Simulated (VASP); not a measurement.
# Br: density of states with LDA

Br:

```xyz
1
Lattice="0.0000 1.7024 1.7024 1.7024 0.0000 1.7024 1.7024 1.7024 0.0000" Properties=species:S:1:pos:R:3 pbc="T T T"
Br    0.0000    0.0000    0.0000
```

This cell differs from its parent crystal: volume scaled by 0.43.

- Program: VASP 6.6.1
- Task: density of states
- Functional: LDA
- Potentials or basis: VASP PAW LDA potentials, release 64 (Br)
- Cutoff: 520 eV
- k mesh: 14 × 14 × 14
- Occupations: fermi-dirac, width 0.1 eV
- Spin: no spin polarisation
- Dipole correction: no
- k mesh for the DOS: 21 × 21 × 21
- Occupations for the DOS: tetrahedron
- Further INCAR settings: ALGO = Normal; EDIFF = 1e-07

```
Valence electrons inside the program's atomic spheres : Br 5.47
```

Levels at points of the mesh, in eV from the Fermi level:
| k point | band 2 | band 3 | band 4 | band 5 | band 6 | band 7 |
| --- | --- | --- | --- | --- | --- | --- |
| (0.00, 0.00, 0.00) | 4.97 | 4.97 | 4.97 | 12.21 | 12.21 | 12.21 |

Run time: 13 s on 1 thread of Intel Xeon 6975P-C (shared host), peak memory 0.13 GiB.

Caveat: an odd number of electrons without spin polarisation forces a metal; a magnetic or distorted state may lie lower.
